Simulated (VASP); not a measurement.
Here is a VASP 6.6.1 calculation.

File INCAR:

```
PREC = Accurate
ENCUT = 600
EDIFF = 1E-6
ISMEAR = -1
SIGMA = 0.05
LREAL = False
LASPH = True
NELM = 100
ALGO = Normal
ISIF = 3
LWAVE = False
LCHARG = False
GGA = PS
IBRION = 2
NSW = 100
EDIFFG = -0.002
PSTRESS = 100.0
```

The input KPOINTS:

```
regular mesh
0
Gamma
  24 24 24
```

The input POSCAR:

```
Al
1.0
    0.0000000000      2.0072119613      2.0072119613
    2.0072119613      0.0000000000      2.0072119613
    2.0072119613      2.0072119613      0.0000000000
Al
1
Direct
    0.0000000000      0.0000000000      0.0000000000
```

Potentials or basis: VASP PAW PBE potentials, release 64 (Al).

Command:

```sh
$ cat potpaw_PBE.64/Al/POTCAR > POTCAR
$ mpirun -np 1 vasp_std > vasp.out
```

**Question.** Predict the band gap on the k mesh.

**Answer.** Zero (an odd number of electrons rules out a gap without spin polarisation).

**Question.** What does it give for the relaxed cell?

**Answer.** a = 2.748 Å, b = 2.748 Å, c = 2.748 Å, α = 60.00°, β = 60.00°, γ = 60.00°.

**Question.** What does it give for the relaxed volume?

**Answer.** 14.67 Å³/atom.

Final structure:
```cif
data_structure
_symmetry_space_group_name_H-M 'P 1'
_symmetry_Int_Tables_number 1
_cell_length_a 2.7479
_cell_length_b 2.7479
_cell_length_c 2.7479
_cell_angle_alpha 60.000
_cell_angle_beta 60.000
_cell_angle_gamma 60.000
_cell_volume 14.67
loop_
_atom_site_label
_atom_site_type_symbol
_atom_site_fract_x
_atom_site_fract_y
_atom_site_fract_z
_atom_site_occupancy
Al1 Al 0.00000 0.00000 0.00000 1
```

Caveat: the cell is relaxed towards a set pressure, so the run minimises the enthalpy, not the energy; the PAW data sets were made with another functional, which shifts forces and pressure a little.
